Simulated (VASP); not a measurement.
# CdSe (R3m) in VASP: further runs

Runs on CdSe. Level: PBEsol. Tasks: single point.

Program: VASP 6.6.1. These are calculated values, not measurements. Logs are shortened: lines on timing, memory, paths and dates and some standing lists are left out, and cuts for length are marked.

**1. The cell of the first run**

The structure is trigonal, space group R3m (No. 160). The conventional cell has a = 4.057 Å, b = 4.057 Å, c = 11.211 Å, α = 90.00°, β = 90.00°, γ = 120.00°. Cd (site symmetry 3m) has 4 Se at 2.52 to 2.80 Å within 3.3 Å. Within 3.3 Å of Se (site symmetry 3m) lie 4 Cd at 2.52 to 2.80 Å.

**2. Single point, PBEsol**

INCAR reads:

```
SYSTEM = CdSe
  PREC = Accurate
  ENCUT = 520
  EDIFF = 1E-7
  ISMEAR = 0
  SIGMA = 0.05
  LREAL = .False.
  LASPH = .True.
  NELM = 100
  ALGO = Normal
  ISIF = 2
  LWAVE = .False.
  LCHARG = .False.
  GGA = PS
  NBANDS = 16
```

KPOINTS reads:

```
regular mesh
0
Gamma
  10 10 10
  0 0 0
```

POSCAR reads:

```
CdSe
1.0
    0.0000000000      2.8685451528      2.8685451528
    2.8685451528      0.0000000000      2.8685451528
    3.1137101452      3.1137101452     -0.2451649924
Cd Se
1 1
Direct
    0.0000000000      0.0000000000      0.0000000000
    0.7500000000      0.7500000000      0.7500000000
```

Potentials or basis: VASP PAW PBE potentials, release 64 (Cd, Se).

Launch:

```
> cat potpaw_PBE.64/Cd/POTCAR potpaw_PBE.64/Se/POTCAR > POTCAR
> mpirun -np 1 vasp_std > vasp.out
```

OUTCAR:

```text
SYSTEM = CdSe
   PREC = Accurate
   ENCUT = 520
   EDIFF = 1E-7
   ISMEAR = 0
   LREAL = .False.
   LASPH = .True.
   NELM = 100
   ISIF = 2
   GGA = PS

 ion  position               nearest neighbor table
   1  0.000  0.000  0.000-   2 2.52   2 2.52   2 2.52   2 2.80
   2  0.750  0.750  0.750-   1 2.52   1 2.52   1 2.52   1 2.80

  LATTYP: Found a trigonal (rhomboedric) cell.
 ALAT       =     4.4102706958
 COS(alpha) =     0.5769488427

  Lattice vectors:

 A1 = (   3.1137101452,   0.2451649924,  -3.1137101452)
 A2 = (   0.2451649924,   3.1137101452,  -3.1137101452)
 A3 = (   3.1137101452,   3.1137101452,  -0.2451649924)

Analysis of symmetry for initial positions (statically):
=====================================================================
 Subroutine PRICEL returns:
 Original cell was already a primitive cell.

 Routine SETGRP: Setting up the symmetry group for a
 trigonal (rhombohedral) supercell.

 Subroutine GETGRP returns: Found  6 space group operations
 (whereof  6 operations were pure point group operations)
 out of a pool of 12 trial point group operations.

The static configuration has the point symmetry C_3v.

Analysis of symmetry for dynamics (positions and initial velocities):
=====================================================================
 Subroutine PRICEL returns:
 Original cell was already a primitive cell.

 Routine SETGRP: Setting up the symmetry group for a
 trigonal (rhombohedral) supercell.

 Subroutine GETGRP returns: Found  6 space group operations
 (whereof  6 operations were pure point group operations)
 out of a pool of 12 trial point group operations.

The dynamic configuration has the point symmetry C_3v.

 Subroutine INISYM returns: Found  6 space group operations
 (whereof  6 operations are pure point group operations),
 and found     1 'primitive' translations

----------------------------------------------------------------------------------------

                                     Primitive cell

  volume of cell :      53.2600

  direct lattice vectors                    reciprocal lattice vectors
     0.000000000  2.868545153  2.868545153    -0.167702181  0.180906590  0.167702181
     2.868545153  0.000000000  2.868545153     0.180906590 -0.167702181  0.167702181
     3.113710145  3.113710145 -0.245164992     0.154497771  0.154497771 -0.154497771

  length of vectors
     4.056735459  4.056735459  4.410270696     0.298287172  0.298287172  0.267597989

  position of ions in fractional coordinates (direct lattice)
     0.000000000  0.000000000  0.000000000
     0.750000000  0.750000000  0.750000000

  ion indices of the primitive-cell ions
   primitive index   ion index
                 1           1
                 2           2

----------------------------------------------------------------------------------------

 KPOINTS: regular mesh

Automatic generation of k-mesh.
 Grid dimensions read from file:
 generate k-points for:   10   10   10

 Generating k-lattice:

  Cartesian coordinates                     Fractional coordinates (reciprocal lattice)
    -0.016770218  0.018090659  0.016770218     0.100000000  0.000000000  0.000000000
     0.018090659 -0.016770218  0.016770218     0.000000000  0.100000000  0.000000000
     0.015449777  0.015449777 -0.015449777     0.000000000  0.000000000  0.100000000

  Length of vectors
     0.029828717  0.029828717  0.026759799

  Shift w.r.t. Gamma in fractional coordinates (k-lattice)
     0.000000000  0.000000000  0.000000000

 Subroutine IBZKPT returns following result:
 ===========================================

 Found    116 irreducible k-points:

 Following reciprocal coordinates:
            Coordinates               Weight
  0.000000  0.000000  0.000000      1.000000
  0.100000  0.000000 -0.000000      6.000000
  0.200000  0.000000 -0.000000      6.000000
  0.300000  0.000000 -0.000000      6.000000
  0.400000  0.000000  0.000000      6.000000
  0.500000  0.000000 -0.000000      3.000000
[... 16 lines left out ...]
  0.300000  0.300000 -0.000000      6.000000
[... 43 lines left out ...]

 val. band max:        1.4477273553   @ k =   0.0000   0.0000   0.0000
 cond. band min:       1.8512140803   @ k =   0.0000   0.0000   0.0000
 fundamental gap:      0.4034867250
 Fermi energy:         1.6521767964

 k-point     1 :       0.0000    0.0000    0.0000
  band No.  band energies     occupation
      1     -11.7286      2.00000
      2      -6.9343      2.00000
      3      -6.9343      2.00000
      4      -6.8109      2.00000
      5      -6.4396      2.00000
      6      -6.4396      2.00000
[... 8 lines left out ...]
     15      12.5701      0.00000
     16      12.5701      0.00000

 k-point     2 :       0.1000    0.0000   -0.0000
  band No.  band energies     occupation
      1     -11.6840      2.00000
      2      -6.9166      2.00000
      3      -6.9073      2.00000
      4      -6.7928      2.00000
      5      -6.4430      2.00000
      6      -6.4402      2.00000
[... 8 lines left out ...]
     15      11.9807      0.00000
     16      12.0877      0.00000

 k-point     3 :       0.2000    0.0000   -0.0000
  band No.  band energies     occupation
      1     -11.5662      2.00000
      2      -6.8725      2.00000
      3      -6.8257      2.00000
      4      -6.7320      2.00000
      5      -6.4471      2.00000
      6      -6.4381      2.00000
[... 8 lines left out ...]
     15      11.6323      0.00000
     16      11.6403      0.00000

 k-point     4 :       0.3000    0.0000   -0.0000
  band No.  band energies     occupation
      1     -11.4192      2.00000
      2      -6.8248      2.00000
      3      -6.7581      2.00000
      4      -6.5560      2.00000
      5      -6.4335      2.00000
      6      -6.4257      2.00000
[... 8 lines left out ...]
     15      11.2727      0.00000
     16      12.1639      0.00000
[... 324 lines left out ...]
 k-point    22 :      -0.2000    0.2000    0.0000
  band No.  band energies     occupation
      1     -11.3630      2.00000
      2      -6.8043      2.00000
      3      -6.6879      2.00000
      4      -6.5760      2.00000
      5      -6.4540      2.00000
      6      -6.3576      2.00000
[... 8 lines left out ...]
     15      13.1215      0.00000
     16      14.0943      0.00000

 k-point    23 :       0.3000    0.3000   -0.0000
  band No.  band energies     occupation
      1     -11.3536      2.00000
      2      -6.7591      2.00000
      3      -6.7185      2.00000
      4      -6.6195      2.00000
      5      -6.3973      2.00000
      6      -6.3936      2.00000
[... 8 lines left out ...]
     15      13.1818      0.00000
     16      14.7206      0.00000

 k-point    24 :       0.4000    0.3000   -0.0000
  band No.  band energies     occupation
      1     -11.2647      2.00000
      2      -6.7437      2.00000
      3      -6.6522      2.00000
      4      -6.5826      2.00000
      5      -6.3895      2.00000
      6      -6.2586      2.00000
[... 8 lines left out ...]
     15      13.4014      0.00000
     16      14.9256      0.00000

 [... further k-points ...]

------------------------ aborting loop because EDIFF is reached ----------------------------------------

  FORCE on cell =-STRESS in cart. coord.  units (eV):
  Direction    XX          YY          ZZ          XY          YZ          ZX
  --------------------------------------------------------------------------------------
  -------------------------------------------------------------------------------------
  Total        1.6822312      1.6822312      1.6822312     -1.2605978      1.2605978      1.2605978
  in kB       50.6051957     50.6051957     50.6051957    -37.9215394     37.9215394     37.9215394
  external PRESSURE =      50.6051957 kB  Pullay stress =       0.0000000 kB

 VOLUME and BASIS-vectors are now :
 -----------------------------------------------------------------------------
  energy-cutoff  :      520.00
  volume of cell :       53.26
      direct lattice vectors                 reciprocal lattice vectors
     0.000000000  2.868545153  2.868545153    -0.167702181  0.180906590  0.167702181
     2.868545153  0.000000000  2.868545153     0.180906590 -0.167702181  0.167702181
     3.113710145  3.113710145 -0.245164992     0.154497771  0.154497771 -0.154497771

 POSITION                                       TOTAL-FORCE (eV/Angst)
 -----------------------------------------------------------------------------------
      0.00000      0.00000      0.00000         0.490292      0.490292     -0.490292
      4.48669      4.48669      4.11894        -0.490292     -0.490292      0.490292
 -----------------------------------------------------------------------------------
    total drift:                                0.000106      0.000106     -0.000109

  FREE ENERGIE OF THE ION-ELECTRON SYSTEM (eV)
  ---------------------------------------------------
  free  energy   TOTEN  =        -5.9798919227 eV

  energy  without entropy=       -5.9798919227  energy(sigma->0) =       -5.97989192
```

Wall time 52 s (1 thread of Intel Xeon Platinum 8559C (Emerald Rapids), shared host); peak memory 0.24 GiB.

What came out:

```yaml
Free_energy: -5.9799 eV
Pressure: 5.1 GPa
Largest_force: 0.849 eV/Å
Band_gap_on_the_k_mesh: 0.40 eV, direct
```

Forces in eV/Å, atoms in the order of the input:
```
Cd   0.490  0.490 -0.490
Se  -0.490 -0.490  0.490
```

Stress tensor (GPa, compression positive):
```
 5.06 -3.79  3.79
-3.79  5.06  3.79
 3.79  3.79  5.06
```

Levels at points of the mesh, in eV from the valence-band top:
| k point | band 5 | band 6 | band 7 | band 8 | band 9 | band 10 | band 11 | band 12 | band 13 | band 14 |
| --- | --- | --- | --- | --- | --- | --- | --- | --- | --- | --- |
| (0.00, 0.00, 0.00) | -7.89 | -7.89 | -0.64 | 0.00 | 0.00 | 0.40 | 4.90 | 6.24 | 6.24 | 9.72 |
| (0.50, 0.00, 0.00) | -7.84 | -7.50 | -4.99 | -1.22 | -1.05 | 1.99 | 5.64 | 6.55 | 7.30 | 9.78 |
| (0.50, 0.50, 0.00) | -7.82 | -7.47 | -4.59 | -2.50 | -1.90 | 2.55 | 3.75 | 8.46 | 10.31 | 10.69 |
| (0.00, 0.00, 0.50) | -7.87 | -7.68 | -4.88 | -0.57 | -0.57 | 2.72 | 6.70 | 6.72 | 6.72 | 10.20 |

Caveat: the PAW data sets were made with another functional, which shifts forces and pressure a little. A hybrid or GW would open this gap; PBEsol tends to underestimate it.

**3. Single point, PBEsol**

This run uses another cell than the first one, of the same volume but with other edges.

INCAR reads:

```
SYSTEM = CdSe
ALGO = Normal
EDIFF = 1E-6
ENCUT = 520
GGA = PS
ISIF = 2
ISMEAR = 0
LASPH = .TRUE.
LCHARG = .FALSE.
LREAL = .FALSE.
LWAVE = .FALSE.
NBANDS = 16
NELM = 80
PREC = Accurate
SIGMA = 0.05
```

KPOINTS reads:

```
k-points
0
G
  10 10 10
  0 0 0
```

POSCAR reads:

```
CdSe
1.0
    0.0000000000      3.1087118812      3.1087118812
    3.1087118812      0.0000000000      3.1087118812
    2.8732787680      2.8732787680      0.2354331131
Cd Se
1 1
Direct
    0.0000000000      0.0000000000      0.0000000000
    0.7500000000      0.7500000000      0.7500000000
```

Potentials or basis: VASP PAW PBE potentials, release 64 (Cd, Se).

Launch:

```
> cat potpaw_PBE.64/Cd/POTCAR potpaw_PBE.64/Se/POTCAR > POTCAR
> mpirun -np 1 vasp_std > vasp.out
```

Run time: 45 s. Hardware: 1 thread of Intel Xeon Platinum 8559C (Emerald Rapids), shared host; peak memory 0.25 GiB.

It converged, with:

| Quantity | Value |
| --- | --- |
| Free energy | -5.9308 eV |
| Pressure | 5.4 GPa |
| Largest force | 1.737 eV/Å |
| Band gap on the k mesh | 0.60 eV, indirect (least direct gap 0.62 eV) |

Forces in eV/Å, atoms in the order of the input:
```
Cd  -1.003 -1.003  1.003
Se   1.003  1.003 -1.003
```

Stress tensor (GPa, compression positive):
```
 5.40  5.64 -5.64
 5.64  5.40 -5.64
-5.64 -5.64  5.40
```

Levels at points of the mesh, in eV from the valence-band top:
```tsv
k point	band 7	band 8	band 9	band 10	band 11	band 12
(0.00, 0.00, 0.00)	-0.15	-0.15	-0.01	0.60	5.30	5.30
(0.50, 0.00, 0.00)	-4.82	-0.75	-0.69	2.45	6.05	6.82
(0.50, 0.50, 0.00)	-4.44	-2.46	-1.70	2.65	3.91	8.72
(0.00, 0.00, 0.50)	-4.84	-1.32	-1.32	1.84	5.80	5.80
```

Caveat: the PAW data sets were made with another functional, which shifts forces and pressure a little.

**4. Single point, PBEsol**

This run uses another cell than the first one, of the same volume but with other edges.

INCAR reads:

```
SYSTEM = CdSe
  PREC = Accurate
  ENCUT = 520
  EDIFF = 1E-6
  ISMEAR = 0
  SIGMA = 0.05
  LREAL = .False.
  LASPH = .True.
  NELM = 100
  ALGO = Normal
  ISIF = 2
  LWAVE = .False.
  LCHARG = .False.
  GGA = PS
  NBANDS = 16
```

KPOINTS reads:

```
Automatic mesh
0
Gamma
  10 10 10
  0 0 0
```

POSCAR reads:

```
CdSe
1.0
    0.0000000000      3.0672877974      3.0672877974
    3.0672877974      0.0000000000      3.0672877974
    2.9094247187      2.9094247187      0.1578630786
Cd Se
1 1
Direct
    0.0000000000      0.0000000000      0.0000000000
    0.7500000000      0.7500000000      0.7500000000
```

Launch:

```
> cat potpaw_PBE.64/Cd/POTCAR potpaw_PBE.64/Se/POTCAR > POTCAR
> mpirun -np 1 vasp_std > vasp.out
```

It took 32 s on 1 thread of Intel Xeon Platinum 8559C (Emerald Rapids), shared host; peak memory 0.24 GiB.

The run converged. Its results:

| Property | Result |
| --- | --- |
| Free energy | -6.0525 eV |
| Pressure | 4.4 GPa |
| Largest force | 1.020 eV/Å |
| Band gap on the k mesh | 0.55 eV, direct |

Forces in eV/Å, atoms in the order of the input:
```
Cd  -0.589 -0.589  0.589
Se   0.589  0.589 -0.589
```

Stress tensor (GPa, compression positive):
```
 4.40  3.51 -3.51
 3.51  4.40 -3.51
-3.51 -3.51  4.40
```

Levels at points of the mesh, in eV from the valence-band top:
| k point | band 6 | band 7 | band 8 | band 9 | band 10 | band 11 | band 12 | band 13 |
| --- | --- | --- | --- | --- | --- | --- | --- | --- |
| (0.00, 0.00, 0.00) | -7.77 | -0.14 | -0.14 | 0.00 | 0.55 | 5.44 | 5.44 | 6.60 |
| (0.50, 0.00, 0.00) | -7.45 | -4.85 | -0.83 | -0.78 | 2.38 | 6.11 | 6.72 | 7.31 |
| (0.50, 0.50, 0.00) | -7.36 | -4.46 | -2.37 | -1.88 | 2.72 | 3.76 | 8.92 | 10.21 |
| (0.00, 0.00, 0.50) | -7.37 | -4.87 | -1.20 | -1.20 | 1.96 | 5.95 | 5.95 | 7.50 |

Caveat: the PAW data sets were made with another functional, which shifts forces and pressure a little. Expect the measured gap to be larger: semilocal functionals such as PBEsol lack the derivative discontinuity.

**5. Single point, PBEsol**

INCAR reads:

```
  PREC = Accurate
  ENCUT = 520
  EDIFF = 1E-6
  ISMEAR = 0
  SIGMA = 0.05
  LREAL = F
  LASPH = T
  NELM = 100
  ALGO = Normal
  ISIF = 2
  LWAVE = F
  LCHARG = F
  GGA = PS
  NBANDS = 16
```

KPOINTS reads:

```
Automatic mesh
0
Gamma
  10 10 10
```

POSCAR reads:

```
CdSe
1.0
    0.0000000000      2.9072833718      2.9072833718
    2.9072833718      0.0000000000      2.9072833718
    3.0695097840      3.0695097840     -0.1622264121
Cd Se
1 1
Direct
    0.0000000000      0.0000000000      0.0000000000
    0.7500000000      0.7500000000      0.7500000000
```

Launch:

```
> cat potpaw_PBE.64/Cd/POTCAR potpaw_PBE.64/Se/POTCAR > POTCAR
> mpirun -np 1 vasp_std > vasp.out
```

Run time: 32 s. Hardware: 1 thread of Intel Xeon Platinum 8559C (Emerald Rapids), shared host; peak memory 0.24 GiB.

It converged, with:

- Free energy: -6.0670 eV
- Pressure: 4.3 GPa
- Largest force: 0.630 eV/Å
- Band gap on the k mesh: 0.48 eV, direct

Forces on the atoms (eV/Å):
```
Cd   0.364  0.364 -0.364
Se  -0.364 -0.364  0.364
```

Stress tensor (GPa, compression positive):
```
 4.31 -2.69  2.69
-2.69  4.31  2.69
 2.69  2.69  4.31
```

Levels at points of the mesh, in eV from the valence-band top:
```csv
k point,band 6,band 7,band 8,band 9,band 10,band 11,band 12,band 13
"(0.00, 0.00, 0.00)",-7.80,-0.38,0.00,0.00,0.48,5.16,6.11,6.11
"(0.50, 0.00, 0.00)",-7.44,-4.91,-1.09,-0.99,2.12,5.87,6.49,7.37
"(0.50, 0.50, 0.00)",-7.39,-4.51,-2.37,-1.95,2.70,3.71,8.82,10.40
"(0.00, 0.00, 0.50)",-7.55,-4.85,-0.65,-0.65,2.60,6.61,6.61,6.98
```

Caveat: the PAW data sets were made with another functional, which shifts forces and pressure a little.

**6. Single point, PBEsol**

This run uses another cell than the first one, of 32.63 Å³/atom, 1.225 times its volume.

INCAR reads:

```
SYSTEM = CdSe
  PREC = Accurate
  ENCUT = 520
  EDIFF = 1E-7
  ISMEAR = 0
  SIGMA = 0.05
  LREAL = .FALSE.
  LASPH = .TRUE.
  NELM = 80
  ALGO = Normal
  ISIF = 2
  LWAVE = .FALSE.
  LCHARG = .TRUE.
  GGA = PS
  LELF = .TRUE.
  LVHAR = .TRUE.
  NBANDS = 16
```

KPOINTS reads:

```
regular mesh
0
G
  10 10 10
  0 0 0
```

POSCAR reads:

```
CdSe
1.0
    0.0000000000      3.2823032453      3.2823032453
    3.2823032453      0.0000000000      3.2823032453
    3.1133740383      3.1133740383      0.1689292070
Cd Se
1 1
Direct
    0.0000000000      0.0000000000      0.0000000000
    0.7500000000      0.7500000000      0.7500000000
```

Potentials or basis: VASP PAW PBE potentials, release 64 (Cd, Se).

Launch:

```
> cat potpaw_PBE.64/Cd/POTCAR potpaw_PBE.64/Se/POTCAR > POTCAR
> mpirun -np 1 vasp_std > vasp.out
```

Wall time 2.1 min (1 thread of Intel Xeon 6975P-C, shared host); peak memory 0.29 GiB.

It converged, with:

* Free energy: -5.9675 eV
* Pressure: -4.9 GPa
* Largest force: 0.315 eV/Å
* Band gap on the k mesh: 0.35 eV, indirect (least direct gap 0.39 eV)

Forces in eV/Å, atoms in the order of the input:
```
Cd  -0.182 -0.182  0.182
Se   0.182  0.182 -0.182
```

Stress tensor (GPa, compression positive):
```
-4.86  1.52 -1.52
 1.52 -4.86 -1.52
-1.52 -1.52 -4.86
```

Levels at points of the mesh, in eV from the valence-band top:
```
           k point  band 5  band 6  band 7  band 8  band 9  band 10  band 11  band 12  band 13  band 14
(0.00, 0.00, 0.00)   -7.28   -7.28   -0.09   -0.03   -0.03     0.35     5.55     5.55     6.48     9.04
(0.50, 0.00, 0.00)   -7.26   -7.09   -3.64   -0.49   -0.49     2.17     6.12     6.48     6.93     9.60
(0.50, 0.50, 0.00)   -7.24   -7.04   -3.50   -1.57   -1.23     3.10     3.64     8.16     9.12     9.56
(0.00, 0.00, 0.50)   -7.26   -7.05   -3.69   -0.76   -0.76     1.88     6.03     6.03     7.14     9.34
```

Caveat: the PAW data sets were made with another functional, which shifts forces and pressure a little. A k mesh can miss the band edges.

**7. The runs side by side**

| cell | gap on the mesh (eV) | pressure (GPa) | largest force (eV/Å) |
| --- | --- | --- | --- |
| a = 4.057, b = 4.057, c = 4.410 Å, angles 62.6, 62.6, 60.0°, 2 atoms | 0.40 | 5.1 | 0.85 |
| a = 4.396, b = 4.396, c = 4.070 Å, angles 57.3, 57.3, 60.0°, 2 atoms | 0.60 | 5.4 | 1.74 |
| a = 4.338, b = 4.338, c = 4.118 Å, angles 58.2, 58.2, 60.0°, 2 atoms | 0.55 | 4.4 | 1.02 |
| a = 4.112, b = 4.112, c = 4.344 Å, angles 61.8, 61.8, 60.0°, 2 atoms | 0.48 | 4.3 | 0.63 |
| a = 4.642, b = 4.642, c = 4.406 Å, angles 58.2, 58.2, 60.0°, 2 atoms | 0.35 | -4.9 | 0.31 |

Alike in all rows: task single point; level PBEsol; potentials or basis VASP PAW PBE potentials, release 64 (Cd, Se); no spin polarisation; k mesh 10 × 10 × 10; cutoff (eV) 520; smearing gaussian 0.05 eV.

Caveats: the PAW data sets were made with another functional, which shifts forces and pressure a little.

Total energies depend on the potentials used, so only differences within one code and one set of settings carry meaning.
